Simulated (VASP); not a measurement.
A run of VASP 6.6.1:

The input INCAR:

```
SYSTEM = Ni3O4
PREC     = Accurate       ! precision mode
ENCUT    = 520            ! plane-wave cutoff, eV
EDIFF    = 1E-6           ! SCF threshold, eV
ISMEAR   = 0              ! smearing method
SIGMA    = 0.15           ! smearing width, eV
LREAL    = .FALSE.        ! projectors in reciprocal space
LASPH    = .TRUE.         ! aspherical terms in the spheres
NELM     = 60             ! most SCF steps
ALGO     = Fast           ! electronic algorithm
ISIF     = 2              ! what is computed and relaxed
LWAVE    = .FALSE.        ! write WAVECAR
LCHARG   = .FALSE.        ! write CHGCAR
GGA      = PS             ! functional
NBANDS   = 36             ! bands
```

The input KPOINTS:

```
Automatic mesh
0
G
  8 8 14
  0 0 0
```

POSCAR

```
Ni3O4
1.0
    2.9242323582     -3.9238236797      0.0000000000
    2.9242323582      3.9238236797      0.0000000000
    0.0000000000      0.0000000000      2.8472645958
Ni O
3 4
Direct
    0.5000000000      0.0000000000      0.5000000000
    0.0000000000      0.5000000000      0.5000000000
    0.0000000000      0.0000000000      0.0000000000
    0.7878888826      0.7878888826      0.5000000000
    0.2121111174      0.2121111174      0.5000000000
    0.2371644473      0.7628355527     -0.0342433928
    0.7628355527      0.2371644473      0.0342433928
```

Potentials or basis: VASP PAW PBE potentials, release 64 (Ni, O).

The run is started by

```bash
$ cat potpaw_PBE.64/Ni/POTCAR potpaw_PBE.64/O/POTCAR > POTCAR
$ mpirun -np 1 vasp_std > vasp.out
```

Hardware: 1 thread of Oxide Virtual Turin-like Processor (shared host).

Problem. Estimate the wall time of this run.

Solution. Wall time 22 min on 1 thread of Oxide Virtual Turin-like Processor, with other jobs on the host, peak memory 0.49 GiB. Counts: scf iterations 25, k points 258.
